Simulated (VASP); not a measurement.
Cu:

```
CELL_PARAMETERS angstrom
0.00000 1.80750 1.80750
1.80750 0.00000 1.80750
1.80750 1.80750 0.00000
ATOMIC_POSITIONS crystal
Cu 0.00000 0.00000 0.00000
```

```yaml
Program: VASP 6.6.1
Task: relaxation of cell and atoms
Functional: PBEsol
Potentials_or_basis: VASP PAW PBE potentials, release 64 (Cu)
Cutoff: 600 eV
k_mesh: 13 × 13 × 13
Occupations: fermi-dirac, width 0.05 eV
Spin: no spin polarisation
```

At the start: pressure -5.8 GPa; volume 11.81 Å³/atom.

Question: Where does the relaxation end?

Answer: Over 3 steps the energy falls by 8.6 meV/atom and the volume is 11.36 Å³/atom (-3.8 %); space group Fm-3m (No. 225, to 0.1 Å) before and after.

The path:
```
step  energy change (eV)  largest force (eV/Å)  pressure (GPa)  volume (Å³)
   1              0.0000                0.0000           -5.84        11.81
   2             -0.0052                0.0000            4.15        11.09
   3             -0.0086                0.0000            0.00        11.36
```

Final structure:
```yaml
crystal:
  lattice:
    - [0.00000, 1.78408, 1.78408]
    - [1.78408, 0.00000, 1.78408]
    - [1.78408, 1.78408, 0.00000]
  atoms:
    - { symbol: Cu, position: [0.00000, 0.00000, 0.00000] }
```

Caveat: the PAW data sets were made with another functional, which shifts forces and pressure a little.
